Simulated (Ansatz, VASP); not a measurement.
## Two plane-wave programs on Mn

```
CELL_PARAMETERS angstrom
2.55816 0.00000 0.00000
-1.27908 2.21543 0.00000
0.00000 0.00000 3.90541
ATOMIC_POSITIONS crystal
Mn 0.66667 0.33333 0.75000
Mn 0.33333 0.66667 0.25000
```

Change from the starting cell: strain +0.030 along x and y, -0.030 along z, atoms carried along.

Alike in both runs: task single point; functional PBEsol; k mesh 21 × 21 × 12; occupations gaussian, width 0.15 eV; no spin polarisation.

```csv
,VASP,Ansatz
version,VASP 6.6.1,Ansatz 0.2.0
potentials or method,"VASP PAW PBE potentials, release 64 (Mn_pv), cutoff 520 eV","scalar-relativistic, plane waves, PAW"
valence electrons in the cell,26,30
```

|  | VASP | Ansatz | Ansatz less VASP |
| --- | --- | --- | --- |
| gap on the k mesh at the Fermi level (eV) | none | none | - |
| pressure (GPa) | -17.4 | -17.7 | -0.38 |
| traceless stress, the component that is largest in VASP (GPa) | 10.27 | 10.51 | +0.238 |

VASP's potentials were made for PBE, not for PBEsol. A gap of «none» marks a metal or a gap that the smearing closes. With one functional, cell and mesh, what is left measures potentials, basis and numerics. VASP's potentials hold 26 valence electrons a cell and Ansatz's 30, so a difference there can come from the potentials and not from the codes.
